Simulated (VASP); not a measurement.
Set up this calculation in VASP 6.6.1, as the native input.

* Task: single point
* Functional: LDA
* Potentials or basis: VASP PAW LDA potentials, release 64 (Mo_sv, S)
* Cutoff: 520 eV
* k mesh: 10 × 10 × 3
* Occupations: fermi-dirac, width 0.03 eV
* Spin: no spin polarisation
* Dipole correction: no
* Further INCAR settings: ALGO = Normal; EDIFF = 1e-06; NBANDS = 35

The structure of MoS2 lies in POSCAR:

```
MoS2
1.0
    3.1926116176      0.0000000000      0.0000000000
   -1.5963058088      2.7648827653      0.0000000000
    0.0000000000      0.0000000000     12.2950000000
Mo S
2 4
Direct
    0.3333333333      0.6666666667      0.2500000000
    0.6666666667      0.3333333333      0.7500000000
    0.3333333333      0.6666666667      0.6275000000
    0.6666666667      0.3333333333      0.1275000000
    0.3333333333      0.6666666667      0.8725000000
    0.6666666667      0.3333333333      0.3725000000
```

This cell differs from its parent crystal: equal xx and yy strain of +1 %.

The input as run:

INCAR

```
  PREC = Accurate
  ENCUT = 520
  EDIFF = 1E-6
  ISMEAR = -1
  SIGMA = 0.03
  LREAL = False
  LASPH = True
  NELM = 100
  ALGO = Normal
  ISIF = 2
  LWAVE = False
  LCHARG = False
  GGA = CA
  NBANDS = 35
```

KPOINTS

```
Automatic mesh
0
Gamma
  10 10 3
```

Potentials or basis: VASP PAW LDA potentials, release 64 (Mo_sv, S).

The run is started by

```sh
$ cat potpaw_LDA.64/Mo_sv/POTCAR potpaw_LDA.64/S/POTCAR > POTCAR
$ mpirun -np 1 vasp_std > vasp.out
```

Results of the run:

The pressure is -1.8 GPa. The largest force is 0.536 eV/Å and the band gap on the k mesh is 0.72 eV (least direct gap 1.79 eV).

Caveat: the cell differs from its parent crystal (equal xx and yy strain of +1 %); the stress differs along the axes, from -5 to 4 GPa.

Run time: 58 s on 1 thread of AMD EPYC 9R45 (Zen 5) (shared host), peak memory 0.2 GiB.
